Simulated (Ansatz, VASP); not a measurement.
## One calculation of WC, two programs

```
CELL_PARAMETERS angstrom
0.00000 2.19268 2.19268
2.19268 0.00000 2.19268
2.19268 2.19268 0.00000
ATOMIC_POSITIONS crystal
W 0.00000 0.00000 0.00000
C 0.50000 0.50000 0.50000
```

Alike in both runs: task relaxation of cell and atoms; functional PBEsol; k mesh 8 × 8 × 8; occupations gaussian, width 0.1 eV; no spin polarisation.

```csv
,VASP,Ansatz
version,VASP 6.6.1,Ansatz 0.2.0
potentials or method,"VASP PAW PBE potentials, release 64 (W_sv, C), cutoff 600 eV","scalar-relativistic, plane waves, PAW"
valence electrons in the cell,18,18
```

|  | VASP | Ansatz | Ansatz less VASP |
| --- | --- | --- | --- |
| gap on the k mesh at the Fermi level, each at its own relaxed structure (eV) | none | none | - |
| relaxed volume (Å³/atom) | 10.30 | 10.27 | -0.026 |
| relaxed cell length with the largest relative difference (Å) | 3.077 | 3.074 | -0.0026 |

VASP's potentials were made for PBE, not for PBEsol. A gap of «none» marks a metal or a gap that the smearing closes.

Neither program's run includes spin-orbit coupling. Noted on VASP's run: too few bands were computed for a metal, which touches its energy and stress.
